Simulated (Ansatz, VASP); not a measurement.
## CdS in VASP and in Ansatz

```
Cd S
1.0
     4.13480    0.04135    0.04135
    -2.03159    3.56017    0.01513
     0.06749    0.06749    6.74900
Cd S
2 2
Direct
  0.33333 0.66667 0.00000
  0.66667 0.33333 0.50000
  0.33333 0.66667 0.38500
  0.66667 0.33333 0.88500
```

Change from the starting cell: equal xy, yz and zx shear strains of +2 %, crystal datasets.

Alike in both runs: task electric field gradients; functional LDA; k mesh 8 × 8 × 4; occupations fermi-dirac, width 0.02 eV; no spin polarisation.

|  | VASP | Ansatz |
| --- | --- | --- |
| version | VASP 6.6.1 | Ansatz 0.2.0 |
| potentials or method | VASP PAW LDA potentials, release 64 (Cd, S), cutoff 520 eV | all-electron PAW with datasets made for the crystal, scalar-relativistic |

```csv
,VASP,Ansatz,Ansatz less VASP
gap on the k mesh at the Fermi level (eV),0.94,0.91,-0.028
pressure (GPa),-2.2,-2.7,-0.44
"traceless stress, the component that is largest in VASP (GPa)",-1.29,-1.22,+0.075
rms of the force components (eV/Å),0.170,0.163,-0.0076
size of Vzz on the site where it differs most (V/Å²),37.2,32.4,-4.77
```

LDA's correlation is that of Perdew and Zunger in VASP and of Perdew and Wang (1992) in Ansatz. Atom by atom the forces differ by 0.008 eV/Å (rms over components). Ansatz ran all-electron here, and VASP with PAW potentials.
